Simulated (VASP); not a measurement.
# BN (CsCl type) (Pm-3m) in VASP: further runs, part 2 of 2

VASP 6.6.1. The steps go on from the part before.

### 3 Single point, PBE (volume scaled by 0.55)

File INCAR:

```
PREC = Accurate
ENCUT = 520
EDIFF = 1E-7
ISMEAR = -1
SIGMA = 0.05
LREAL = F
LASPH = T
NELM = 60
ALGO = Normal
ISIF = 2
LWAVE = F
LCHARG = F
GGA = PE
NBANDS = 11
```

File KPOINTS:

```
Automatic mesh
0
Gamma
  14 14 14
```

File POSCAR:

```
BN
1.0
    1.9011231338      0.0000000000      0.0000000000
    0.0000000000      1.9011231338      0.0000000000
    0.0000000000      0.0000000000      1.9011231338
B N
1 1
Direct
    0.0000000000      0.0000000000      0.0000000000
    0.5000000000      0.5000000000      0.5000000000
```

Potentials or basis: VASP PAW PBE potentials, release 64 (B, N).

The run is started by

```bash
> cat potpaw_PBE.64/B/POTCAR potpaw_PBE.64/N/POTCAR > POTCAR
> mpirun -np 1 vasp_std > vasp.out
```

OUTCAR:

```text
PREC = Accurate
   ENCUT = 520
   EDIFF = 1E-7
   ISMEAR = -1
   LREAL = F
   LASPH = T
   NELM = 60
   ISIF = 2
   GGA = PE

 ion  position               nearest neighbor table
   1  0.000  0.000  0.000-   2 1.65   2 1.65   2 1.65   2 1.65   2 1.65   2 1.65   2 1.65   2 1.65

   2  0.500  0.500  0.500-   1 1.65   1 1.65   1 1.65   1 1.65   1 1.65   1 1.65   1 1.65   1 1.65

  LATTYP: Found a simple cubic cell.
 ALAT       =     1.9011231338

  Lattice vectors:

 A1 = (   1.9011231338,   0.0000000000,   0.0000000000)
 A2 = (   0.0000000000,   1.9011231338,   0.0000000000)
 A3 = (   0.0000000000,   0.0000000000,   1.9011231338)

Analysis of symmetry for initial positions (statically):
=====================================================================
 Subroutine PRICEL returns:
 Original cell was already a primitive cell.

 Routine SETGRP: Setting up the symmetry group for a
 simple cubic supercell.

 Subroutine GETGRP returns: Found 48 space group operations
 (whereof 48 operations were pure point group operations)
 out of a pool of 48 trial point group operations.

The static configuration has the point symmetry O_h .

Analysis of symmetry for dynamics (positions and initial velocities):
=====================================================================
 Subroutine PRICEL returns:
 Original cell was already a primitive cell.

 Routine SETGRP: Setting up the symmetry group for a
 simple cubic supercell.

 Subroutine GETGRP returns: Found 48 space group operations
 (whereof 48 operations were pure point group operations)
 out of a pool of 48 trial point group operations.

The dynamic configuration has the point symmetry O_h .

 Subroutine INISYM returns: Found 48 space group operations
 (whereof 48 operations are pure point group operations),
 and found     1 'primitive' translations

[... 119 lines left out ...]
   GGA     = PE    functional components
   LHFCALC =     F    Hartree Fock is set to
   AEXX    =    0.0000 exact exchange contribution
   IVDW    =     0    specifies the selected vdW correction
   LEPSILON=     F    determine dielectric tensor
   LRPA    =     F    only Hartree local field effects (RPA)
 non-spin polarized calculation
  energy-cutoff  :      520.00
  volume of cell :        6.87
 maximum number of plane-waves:       195
   NGX =  7   NGY =  7   NGZ =  7

 number of electron       8.0000000 magnetization

 Free energy of the ion-electron system (eV)
  ---------------------------------------------------
  ext. energy  EPLUGINS =         0.00000000
  ---------------------------------------------------
  free energy    TOTEN  =        -4.88735120 eV

  energy without entropy =       -4.88282441  energy(sigma->0) =       -4.88508781

 E-fermi :  19.2282     XC(G=0): -16.2712

 val. band max:       19.2124468095   @ k =   0.3571   0.1429   0.0000
 cond. band min:      19.2510931522   @ k =   0.5000   0.0714   0.0714
 fundamental gap:      0.0386463427
 Fermi energy:        19.2281900711

 k-point     1 :       0.0000    0.0000    0.0000
  band No.  band energies     occupation
      1     -11.8199      2.00000
      2      15.2271      2.00000
      3      15.2271      2.00000
      4      15.2271      2.00000
      5      31.2848      0.00000
      6      31.7873      0.00000
      7      31.7873      0.00000
      8      38.2536      0.00000
      9      38.2536      0.00000
     10      38.2536      0.00000
     11      66.6345      0.00000
[... 309 lines left out ...]
 k-point    24 :       0.3571    0.2143    0.0000
  band No.  band energies     occupation
      1      -6.5084      2.00000
      2       3.3492      2.00000
      3      12.4494      2.00000
      4      19.7792      0.00003
      5      24.6129      0.00000
      6      31.9650      0.00000
      7      32.2124      0.00000
      8      34.8587      0.00000
      9      44.6106      0.00000
     10      52.8845      0.00000
     11      54.9150      0.00000

 [... further k-points ...]

------------------------ aborting loop because EDIFF is reached ----------------------------------------

  FORCE on cell =-STRESS in cart. coord.  units (eV):
  Direction    XX          YY          ZZ          XY          YZ          ZX
  --------------------------------------------------------------------------------------
  -------------------------------------------------------------------------------------
  Total       20.3200780     20.3200780     20.3200780      0.0000000      0.0000000      0.0000000
  in kB     4738.1108038   4738.1108038   4738.1108038      0.0000000      0.0000000      0.0000000
  external PRESSURE =    4738.1108038 kB  Pullay stress =       0.0000000 kB

 VOLUME and BASIS-vectors are now :
 -----------------------------------------------------------------------------
  energy-cutoff  :      520.00
  volume of cell :        6.87
      direct lattice vectors                 reciprocal lattice vectors
     1.901123134  0.000000000  0.000000000     0.526004856  0.000000000  0.000000000
     0.000000000  1.901123134  0.000000000     0.000000000  0.526004856  0.000000000
     0.000000000  0.000000000  1.901123134     0.000000000  0.000000000  0.526004856

 POSITION                                       TOTAL-FORCE (eV/Angst)
 -----------------------------------------------------------------------------------
      0.00000      0.00000      0.00000         0.000000      0.000000      0.000000
      0.95056      0.95056      0.95056         0.000000      0.000000      0.000000
 -----------------------------------------------------------------------------------
    total drift:                                0.000000     -0.000000      0.000000

  FREE ENERGIE OF THE ION-ELECTRON SYSTEM (eV)
  ---------------------------------------------------
  free  energy   TOTEN  =        -4.8873512018 eV

  energy  without entropy=       -4.8828244101  energy(sigma->0) =       -4.88508781
```

stdout:

```text
POSCAR found type information on POSCAR B N
 POSCAR found :  2 types and       2 ions
 scaLAPACK will be used
 LDA part: xc-table for (Slater+PW92), standard interpolation
 POSCAR, INCAR and KPOINTS ok, starting setup
 FFT: planning ... GRIDC
 FFT: planning ... GRID_SOFT
 FFT: planning ... GRID
 WAVECAR not read
 entering main loop
```

Wall time 5.8 s (1 thread of AMD EPYC 7R43 (Zen 3), shared host); peak memory 0.08 GiB.

What came out:

| Property | Result |
| --- | --- |
| Free energy | -4.8874 eV |
| Pressure | 473.8 GPa |
| Band gap on the k mesh | zero (band 4 reaches 20.96 eV, above the bottom of band 5 at 14.74 eV) |

Levels at points of the mesh, in eV from the Fermi level:
```
           k point  band 1  band 2  band 3  band 4  band 5  band 6  band 7  band 8
(0.00, 0.00, 0.00)  -31.05   -4.00   -4.00   -4.00   12.06   12.56   12.56   19.03
(0.50, 0.00, 0.00)  -24.97  -20.42    0.92    0.92    9.92    9.92   11.09   15.87
(0.50, 0.50, 0.00)  -16.90  -16.90  -16.25   -4.12    3.24   14.15   14.15   14.36
(0.50, 0.50, 0.50)   -9.53   -9.53   -9.53   -9.33   -4.49   -4.49   -4.49   10.76
```
